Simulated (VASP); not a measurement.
Wanted: the native input for a VASP 6.6.1 run.

```yaml
Task: single point
Functional: LDA
Potentials_or_basis: VASP PAW LDA potentials, release 64 (Mg, Sc_sv)
Cutoff: 520 eV
k_mesh: 5 × 5 × 5
Occupations: gaussian, width 0.2 eV
Spin: no spin polarisation
Dipole_correction: no
Further_INCAR_settings: ALGO = Normal; EDIFF = 1e-06; NBANDS = 16
```

The structure of Mg3Sc lies in POSCAR:

```
Mg3Sc
1.0
    4.5131440000      0.0000000000      0.0000000000
    0.0000000000      4.5131440000      0.0000000000
    0.0000000000      0.0000000000      4.5131440000
Mg Sc
3 1
Direct
    0.5000000000      0.5000000000      0.0000000000
    0.0000000000      0.5000000000      0.5000000000
    0.5000000000      0.0000000000      0.5000000000
    0.0000000000      0.0000000000      0.0000000000
```

These files were run (other wordings do the same):

INCAR

```
PREC = Accurate
ENCUT = 520
EDIFF = 1E-6
ISMEAR = 0
SIGMA = 0.2
LREAL = F
LASPH = T
NELM = 60
ALGO = Normal
ISIF = 2
LWAVE = F
LCHARG = T
LELF = T
LVHAR = T
NBANDS = 16
```

KPOINTS

```
Automatic mesh
0
Gamma
  5 5 5
```

Potentials or basis: VASP PAW LDA potentials, release 64 (Mg, Sc_sv).

Launch:

```sh
$ cat potpaw_LDA.64/Mg/POTCAR potpaw_LDA.64/Sc_sv/POTCAR > POTCAR
$ mpirun -np 1 vasp_std > vasp.out
```

It gave:

| Property | Result |
| --- | --- |
| Pressure | -3.1 GPa |
| Band gap on the k mesh | zero (an odd number of electrons rules out a gap without spin polarisation) |

Caveat: the cell stands under tension.

It took 31 s on 1 thread of Intel Xeon 8259CL, with other jobs on the host, peak memory 0.18 GiB.
